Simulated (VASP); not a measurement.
# MoW14 (a cell with a defect) in VASP: notebook

MoW14 (a cell with a defect) is run at these levels: PBEsol; tasks: single point.

All numbers are computed with VASP 6.6.1; they aren't measurements. Logs are shortened: lines on timing, memory, paths and dates and some standing lists are left out, and cuts for length are marked.

## (1) The cell of the first run

The cell holds a defect, 15 atoms: a = 6.320 Å, b = 6.320 Å, c = 6.320 Å, α = 90.00°, β = 90.00°, γ = 90.00°.

## (2) Single point, PBEsol

Contents of INCAR:

```
SYSTEM = MoW14
  PREC = Accurate
  ENCUT = 520
  EDIFF = 1E-7
  ISMEAR = 0
  SIGMA = 0.1
  LREAL = Auto
  LASPH = .TRUE.
  NELM = 60
  ALGO = Normal
  ISIF = 2
  LWAVE = .FALSE.
  LCHARG = .FALSE.
  GGA = PS
  NBANDS = 118
```

Contents of KPOINTS:

```
regular mesh
0
G
  3 3 3
  0 0 0
```

Contents of POSCAR:

```
MoW14
1.0
    6.3200000000      0.0000000000      0.0000000000
    0.0000000000      6.3200000000      0.0000000000
    0.0000000000      0.0000000000      6.3200000000
Mo W
1 14
Direct
   -0.2183784810      0.2183053797     -0.2184286392
    0.4965120253     -0.0035922468      0.0034691456
    0.0035191456      0.5034148734      0.0034691456
    0.0035191456     -0.0035924051      0.4964620253
    0.2472856013      0.2488577532      0.2472357595
    0.5015056962      0.4984210443      0.0004887658
    0.5015056962     -0.0006118671      0.5014556962
    0.7475387658      0.2523881329      0.2541281646
    0.0005387658      0.4984210443      0.5014558544
    0.2458724684      0.7540544304      0.2458224684
    0.2541781646      0.2523882911      0.7474886076
    0.5021604430      0.4977662975      0.5021102848
    0.7510691456      0.7526411392      0.2472357595
    0.2472859177      0.7526411392      0.7510191456
    0.7475384494      0.7457485759      0.7474886076
```

Potentials or basis: VASP PAW PBE potentials, release 64 (Mo_sv, W_sv).

On the command line:

```sh
$ cat potpaw_PBE.64/Mo_sv/POTCAR potpaw_PBE.64/W_sv/POTCAR > POTCAR
$ mpirun -np 1 vasp_std > vasp.out
```

OUTCAR:

```text
SYSTEM = MoW14
   PREC = Accurate
   ENCUT = 520
   EDIFF = 1E-7
   ISMEAR = 0
   LREAL = Auto
   LASPH = .TRUE.
   NELM = 60
   ISIF = 2
   GGA = PS

 ion  position               nearest neighbor table
   1  0.782  0.218  0.782-   4 2.68   2 2.68   3 2.68   9 2.86   7 2.86   6 2.86  11 3.00   8 3.00
                            15 3.00  12 3.06   8 3.35  15 3.35  11 3.35
   2  0.497  0.996  0.003-   1 2.68  10 2.68  13 2.71  14 2.72   5 2.72  11 2.75   8 2.76  15 2.76
                             7 3.15   6 3.15   6 3.17   7 3.17
   3  0.004  0.503  0.003-   1 2.68  10 2.68   5 2.71  13 2.72  14 2.72  15 2.75   8 2.76  11 2.76
                             6 3.15   9 3.15   9 3.17   6 3.17
   4  0.004  0.996  0.496-   1 2.68  10 2.68  14 2.71  13 2.72   5 2.72   8 2.75  11 2.76  15 2.76
                             7 3.15   9 3.15   7 3.17   9 3.17
   5  0.247  0.249  0.247-   3 2.71   4 2.72   2 2.72   9 2.74   6 2.74   7 2.77  12 2.77  10 3.13
                             8 3.16  11 3.16  11 3.16   8 3.16  10 3.19
   6  0.502  0.498  0.000-   8 2.72  15 2.72  11 2.72   5 2.74  13 2.74  10 2.76  14 2.77   1 2.86
                             3 3.15   2 3.15  12 3.15  12 3.17   2 3.17   3 3.17
   7  0.502  0.999  0.501-  15 2.72   8 2.72  11 2.72  14 2.74  13 2.74  10 2.76   5 2.77   1 2.86
                             2 3.15   4 3.15  12 3.15  12 3.17   2 3.17   4 3.17
   8  0.748  0.252  0.254-  12 2.70   6 2.72   7 2.72   9 2.72   4 2.75   2 2.76   3 2.76   1 3.00
                             5 3.16  13 3.16  13 3.16   5 3.16   1 3.35
   9  0.001  0.498  0.501-  11 2.72   8 2.72  15 2.72   5 2.74  14 2.74  10 2.76  13 2.77   1 2.86
                             4 3.15   3 3.15  12 3.15  12 3.17   3 3.17   4 3.17
  10  0.246  0.754  0.246-   4 2.68   2 2.68   3 2.68   7 2.76   6 2.76   9 2.76  12 2.81   5 3.13
                            13 3.13  14 3.13   5 3.19  13 3.19  14 3.19
  11  0.254  0.252  0.747-  12 2.70   9 2.72   6 2.72   7 2.72   2 2.75   3 2.76   4 2.76   1 3.00
                            14 3.16   5 3.16  14 3.16   5 3.16   1 3.35
  12  0.502  0.498  0.502-   8 2.70  15 2.70  11 2.70   5 2.77  13 2.77  14 2.77  10 2.81   1 3.06
                             7 3.15   9 3.15   6 3.15   6 3.17   9 3.17   7 3.17
  13  0.751  0.753  0.247-   2 2.71   4 2.72   3 2.72   7 2.74   6 2.74   9 2.77  12 2.77  10 3.13
                             8 3.16  15 3.16  15 3.16   8 3.16  10 3.19
  14  0.247  0.753  0.751-   4 2.71   2 2.72   3 2.72   7 2.74   9 2.74   6 2.77  12 2.77  10 3.13
                            11 3.16  15 3.16  15 3.16  11 3.16  10 3.19
  15  0.748  0.746  0.747-  12 2.70   7 2.72   6 2.72   9 2.72   3 2.75   2 2.76   4 2.76   1 3.00
                            13 3.16  14 3.16  14 3.16  13 3.16   1 3.35

  LATTYP: Found a simple cubic cell.
 ALAT       =     6.3200000000

  Lattice vectors:

 A1 = (   6.3200000000,   0.0000000000,   0.0000000000)
 A2 = (   0.0000000000,   6.3200000000,   0.0000000000)
 A3 = (   0.0000000000,   0.0000000000,   6.3200000000)

Analysis of symmetry for initial positions (statically):
=====================================================================
 Subroutine PRICEL returns:
 Original cell was already a primitive cell.

 Routine SETGRP: Setting up the symmetry group for a
 simple cubic supercell.

 Subroutine GETGRP returns: Found  6 space group operations
 (whereof  1 operations were pure point group operations)
 out of a pool of 48 trial point group operations.

The static configuration has the point symmetry C_1 .
 The point group associated with its full space group is C_3v.

Analysis of symmetry for dynamics (positions and initial velocities):
=====================================================================
 Subroutine PRICEL returns:
 Original cell was already a primitive cell.

 Routine SETGRP: Setting up the symmetry group for a
 simple cubic supercell.

 Subroutine GETGRP returns: Found  6 space group operations
 (whereof  1 operations were pure point group operations)
 out of a pool of 48 trial point group operations.

The dynamic configuration has the point symmetry C_1 .
 The point group associated with its full space group is C_3v.

 Subroutine INISYM returns: Found  6 space group operations
 (whereof  1 operations are pure point group operations),
 and found     1 'primitive' translations

----------------------------------------------------------------------------------------

                                     Primitive cell

  volume of cell :     252.4360

[... 60 lines left out ...]

  Shift w.r.t. Gamma in fractional coordinates (k-lattice)
     0.000000000  0.000000000  0.000000000

 Subroutine IBZKPT returns following result:
 ===========================================

 Found      6 irreducible k-points:

 Following reciprocal coordinates:
            Coordinates               Weight
  0.000000  0.000000  0.000000      1.000000
  0.333333  0.000000  0.000000      6.000000
  0.333333  0.333333  0.000000      6.000000
  0.333333  0.000000  0.333333      6.000000
  0.333333  0.333333  0.333333      6.000000
  0.333333 -0.333333  0.333333      2.000000
   k-points           NKPTS =      6   k-points in BZ     NKDIM =      6   number of bands    NBANDS=    118
   number of dos      NEDOS =    301   number of ions     NIONS =     15
   total plane-waves  NPLWV = 110592
   dimension x,y,z NGX =    48 NGY =   48 NGZ =   48
   dimension x,y,z NGXF=    96 NGYF=   96 NGZF=   96
   ions per type =               1  14
   NGX,Y,Z   is equivalent  to a cutoff of  12.63, 12.63, 12.63 a.u.
   NGXF,Y,Z  is equivalent  to a cutoff of  25.25, 25.25, 25.25 a.u.
 SYSTEM =  MoW14
   PREC   = accura    normal or accurate (medium, high low for compatibility)
   ISTART =      0    job   : 0-new  1-cont  2-samecut
   ICHARG =      2    charge: 1-file 2-atom 10-const
   ISPIN  =      1    spin polarized calculation?
   LNONCOLLINEAR =      F non collinear calculations
   LSORBIT =      F    spin-orbit coupling
   LASPH  =      T    aspherical Exc in radial PAW
   ENCUT  =  520.0 eV  38.22 Ry    6.18 a.u.  11.75 11.75 11.75*2*pi/ulx,y,z
   NELM   =     60;   NELMIN=  2; NELMDL= -5     # of ELM steps
   EDIFF  = 0.1E-06   stopping-criterion for ELM
   LREAL  =      T    real-space projection
   EDIFFG = 0.1E-05   stopping-criterion for IOM
   NSW    =      0    number of steps for IOM
   IBRION =     -1    ionic relax: 0-MD 1-quasi-New 2-CG
   NFREE  =      0    steps in history (QN), initial steepest desc. (CG)
   ISIF   =      2    stress and relaxation
   ISYM   =      2    0-nonsym 1-usesym 2-fastsym
   POTIM  = 0.5000    time-step for ionic-motion
   TEBEG  =    0.0;   TEEND  =   0.0 temperature during run
   PSTRESS=    0.0 pullay stress
   NELECT =     210.0000    total number of electrons
   NUPDOWN=      -1.0000    fix difference up-down
   EMIN   =  10.00;   EMAX   =-10.00  energy-range for DOS
   EFERMI =   0.00;   METHOD = LEGACY
   ISMEAR =     0;   SIGMA  =   0.10  broadening in eV -4-tet -1-fermi 0-gaus
   EFERMI_NEDOS =   21; number of points for ismear=-14 and -15
   IALGO  =     38    algorithm
   IMIX   =      4    mixing-type and parameters
     AMIX     =   0.40;   BMIX     =  1.00
     AMIX_MAG =   1.60;   BMIX_MAG =  1.00
  volume/ion in A,a.u.               =      16.83       113.57
  Fermi-wavevector in a.u.,A,eV,Ry     =   1.539681  2.909576 32.254225  2.370619
  Thomas-Fermi vector in A             =   2.645875
   LORBIT       =      0    0 simple, 1 ext, 2 COOP (PROOUT), +10 PAW based schemes
   GGA     = PS    functional components
   LHFCALC =     F    Hartree Fock is set to
   AEXX    =    0.0000 exact exchange contribution
   IVDW    =     0    specifies the selected vdW correction
   LEPSILON=     F    determine dielectric tensor
   LRPA    =     F    only Hartree local field effects (RPA)
 non-spin polarized calculation
 Gauss-broadening in eV      SIGMA  =   0.10
  energy-cutoff  :      520.00
  volume of cell :      252.44
 maximum number of plane-waves:      6859
 NGX is ok and might be reduce to    48
   NGX = 23   NGY = 23   NGZ = 23

 number of electron     210.0000010 magnetization

 Free energy of the ion-electron system (eV)
  ---------------------------------------------------
  ext. energy  EPLUGINS =         0.00000000
  ---------------------------------------------------
  free energy    TOTEN  =      -200.97539571 eV

  energy without entropy =     -200.93405085  energy(sigma->0) =     -200.95472328

 E-fermi :  10.1476     XC(G=0): -13.3250

 val. band max:       10.1169922327   @ k =   0.3333   0.3333   0.3333
 cond. band min:      10.2578758456   @ k =   0.3333   0.0000   0.0000
 fundamental gap:      0.1408836129
 Fermi energy:        10.1476289003

 k-point     1 :       0.0000    0.0000    0.0000
  band No.  band energies     occupation
      1     -63.7075      2.00000
      2     -63.6440      2.00000
      3     -63.6439      2.00000
      4     -63.6185      2.00000
      5     -63.6185      2.00000
      6     -63.6095      2.00000
[... 709 lines left out ...]
    116      12.2622      0.00000
    117      12.2774      0.00000
 [bands above 117 left out]

------------------------ aborting loop because EDIFF is reached ----------------------------------------

  FORCE on cell =-STRESS in cart. coord.  units (eV):
  Direction    XX          YY          ZZ          XY          YZ          ZX
  --------------------------------------------------------------------------------------
  -------------------------------------------------------------------------------------
  Total      -12.9300631    -12.9300631    -12.9300631      1.5763630      1.5763630     -1.5763630
  in kB      -82.0653814    -82.0653814    -82.0653814     10.0049653     10.0049653    -10.0049653
  external PRESSURE =     -82.0653814 kB  Pullay stress =       0.0000000 kB

 VOLUME and BASIS-vectors are now :
 -----------------------------------------------------------------------------
  energy-cutoff  :      520.00
  volume of cell :      252.44
      direct lattice vectors                 reciprocal lattice vectors
     6.320000000  0.000000000  0.000000000     0.158227848  0.000000000  0.000000000
     0.000000000  6.320000000  0.000000000     0.000000000  0.158227848  0.000000000
     0.000000000  0.000000000  6.320000000     0.000000000  0.000000000  0.158227848

 POSITION                                       TOTAL-FORCE (eV/Angst)
 -----------------------------------------------------------------------------------
      4.93985      1.37969      4.93953        -0.918785      0.918785     -0.918785
      3.13796      6.29730      0.02193         0.189693      0.006734     -0.006734
      0.02224      3.18158      0.02193        -0.006734     -0.189693     -0.006734
      0.02224      6.29730      3.13764        -0.006734      0.006734      0.189693
      1.56285      1.57278      1.56253         0.072617     -0.108245      0.072617
      3.16952      3.15002      0.00309         0.076310     -0.076310      0.042995
      3.16952      6.31613      3.16920         0.076310     -0.042995      0.076310
      4.72444      1.59509      1.60609         0.079838     -0.079838      0.047960
      0.00340      3.15002      3.16920         0.042995     -0.076310      0.076310
      1.55391      4.76562      1.55360         0.031298     -0.031298      0.031298
      1.60641      1.59509      4.72413         0.047960     -0.079838      0.079838
      3.17365      3.14588      3.17334         0.054533     -0.054533      0.054533
      4.74676      4.75669      1.56253         0.108245     -0.072617      0.072617
      1.56285      4.75669      4.74644         0.072617     -0.072617      0.108245
      4.72444      4.71313      4.72413         0.079838     -0.047960      0.079838
 -----------------------------------------------------------------------------------
    total drift:                                0.007213     -0.000864     -0.006634

  FREE ENERGIE OF THE ION-ELECTRON SYSTEM (eV)
  ---------------------------------------------------
  free  energy   TOTEN  =      -200.9753957072 eV

  energy  without entropy=     -200.9340508548  energy(sigma->0) =     -200.95472328
```

It took 2.8 min on 1 thread of Intel Xeon 6975P-C (Granite Rapids), shared host; peak memory 0.39 GiB.

What came out:

```yaml
Free_energy: -200.9754 eV
Pressure: -8.2 GPa
Largest_force: 1.591 eV/Å
Band_gap_on_the_k_mesh: zero (band 105 reaches 10.26 eV, above the bottom of band 106 at 10.11 eV)
```

Forces in eV/Å, atoms in the order of the input:
```
Mo  -0.919  0.919 -0.919
W    0.190  0.007 -0.007
W   -0.007 -0.190 -0.007
W   -0.007  0.007  0.190
W    0.073 -0.108  0.073
W    0.076 -0.076  0.043
W    0.076 -0.043  0.076
W    0.080 -0.080  0.048
W    0.043 -0.076  0.076
W    0.031 -0.031  0.031
W    0.048 -0.080  0.080
W    0.055 -0.055  0.055
W    0.108 -0.073  0.073
W    0.073 -0.073  0.108
W    0.080 -0.048  0.080
```

Levels at points of the mesh, in eV from the Fermi level:
```
           k point  band 103  band 104  band 105  band 106  band 107  band 108
(0.00, 0.00, 0.00)     -0.05     -0.05     -0.05      0.88      0.88      1.12
```

Caveat: the PAW data sets were made with another functional, which shifts forces and pressure a little; spin-orbit coupling is left out, which moves the levels of the heavy elements.

[end of part 1 of 2]
